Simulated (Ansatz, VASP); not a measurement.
# One calculation of SrMg, two programs

File INCAR:

```
ALGO     = Fast           # electronic algorithm
EDIFF    = 1E-6           # SCF threshold, eV
ENCUT    = 520            # plane-wave cutoff, eV
ISIF     = 2              # what is computed and relaxed
ISMEAR   = 0              # smearing method
LASPH    = T              # aspherical terms in the spheres
LCHARG   = F              # write CHGCAR
LREAL    = F              # projectors in reciprocal space
LWAVE    = F              # write WAVECAR
NBANDS   = 13             # bands
NELM     = 80             # most SCF steps
PREC     = Accurate       # precision mode
SIGMA    = 0.15           # smearing width, eV
```

KPOINTS

```
k-points
0
Gamma
  14 14 14
```

Contents of POSCAR:

```
SrMg
1.0
    3.4746799150      0.0000000000      0.0000000000
    0.0000000000      3.4746799150      0.0000000000
    0.0000000000      0.0000000000      4.9131973998
Sr Mg
1 1
Direct
    0.5000000000      0.5000000000      0.5000000000
    0.0000000000      0.0000000000      0.0000000000
```

Input for Ansatz:

```yaml
crystal:
  lattice:
    - [3.474679915, 0.0, 0.0]
    - [0.0, 3.474679915, 0.0]
    - [0.0, 0.0, 4.9131973998]
  atoms:
    - { symbol: Sr, position: [0.5, 0.5, 0.5] }
    - { symbol: Mg, position: [0.0, 0.0, 0.0] }
basis:
  ecutwfc: 420
kpoints:
  mp_grid: { grid: [14, 14, 14] }
hamiltonian:
  xc: lda
scf:
  occupations: { method: gaussian, width: 0.15 }
output:
  forces: true
  stress: true
  eigenvalues: true
```

Alike in both runs: task single point; functional LDA; k mesh 14 × 14 × 14; occupations gaussian, width 0.15 eV; no spin polarisation.

|  | VASP | Ansatz |
| --- | --- | --- |
| version | VASP 6.6.1 | Ansatz 0.2.0 |
| potentials or method | VASP PAW LDA potentials, release 64 (Sr_sv, Mg), cutoff 520 eV | scalar-relativistic, plane waves, PAW |
| valence electrons in the cell | 12 | 20 |

VASP gave:

| Item | Value |
| --- | --- |
| gap on the k mesh at the Fermi level (eV) | none |
| pressure (GPa) | 2.9 |
| traceless stress, the component that is largest in VASP (GPa) | -1.99 |

Q: Estimate Ansatz's values.

A: gap on the k mesh at the Fermi level (eV): none; pressure (GPa): 3.1; traceless stress, the component that is largest in VASP (GPa): -1.93.

LDA's correlation is that of Perdew and Zunger in VASP and of Perdew and Wang (1992) in Ansatz. A gap of «none» marks a metal or a gap that the smearing closes. VASP's potentials hold 12 valence electrons a cell and Ansatz's 20, so a difference there can come from the potentials and not from the codes.
